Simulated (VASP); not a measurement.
InSe2: single point with PBEsol

Crystal: InSe2.

```
In Se
1.0
     3.89489    0.00000    0.00000
     0.00000    3.89489    0.00000
     0.00000    0.00000    9.62623
In Se
2 4
Direct
  0.00000 0.50000 0.70647
  0.50000 0.00000 0.29353
  0.00000 0.50000 0.36621
  0.50000 0.00000 0.63379
  0.00000 0.00000 0.00000
  0.50000 0.50000 0.00000
```

```yaml
Program: VASP 6.6.1
Task: single point
Functional: PBEsol
Potentials_or_basis: VASP PAW PBE potentials, release 64 (In_d, Se)
Cutoff: 520 eV
k_mesh: 5 × 5 × 2
Occupations: gaussian, width 0.4 eV
Spin: no spin polarisation
Dipole_correction: no
Further_INCAR_settings: ALGO = Normal; EDIFF = 1e-06; NBANDS = 34
```

- Pressure: -3.3 GPa
- Largest force: 0.043 eV/Å
- Band gap on the k mesh: zero (bands 25 and 26 overlap by 1.63 eV)

Forces on the atoms (eV/Å):
```
In   0.000  0.000 -0.043
In   0.000  0.000  0.043
Se   0.000  0.000  0.036
Se   0.000  0.000 -0.036
Se   0.000  0.000  0.000
Se   0.000  0.000  0.000
```

Stress tensor (GPa, compression positive):
```
-3.74  0.00  0.00
 0.00 -3.74  0.00
 0.00  0.00 -2.50
```

Levels at points of the mesh, in eV from the Fermi level:
```csv
k point,band 21,band 22,band 23,band 24,band 25,band 26,band 27,band 28,band 29,band 30
"(0.00, 0.00, 0.00)",-2.38,-2.10,-1.73,-1.73,0.22,0.54,2.82,2.82,3.23,4.30
"(0.00, 0.00, 0.50)",-2.45,-1.66,-1.66,-1.23,0.22,0.59,1.98,2.82,2.82,3.46
```

Run time: 68 s on 1 thread of Intel Xeon 8259CL, on a shared host, peak memory 0.26 GiB.

Caveat: the cell stands under tension; so wide a smearing shifts energies and pressures; the PAW data sets were made with another functional, which shifts forces and pressure a little; spin-orbit coupling is left out, which moves the levels of the heavy elements.
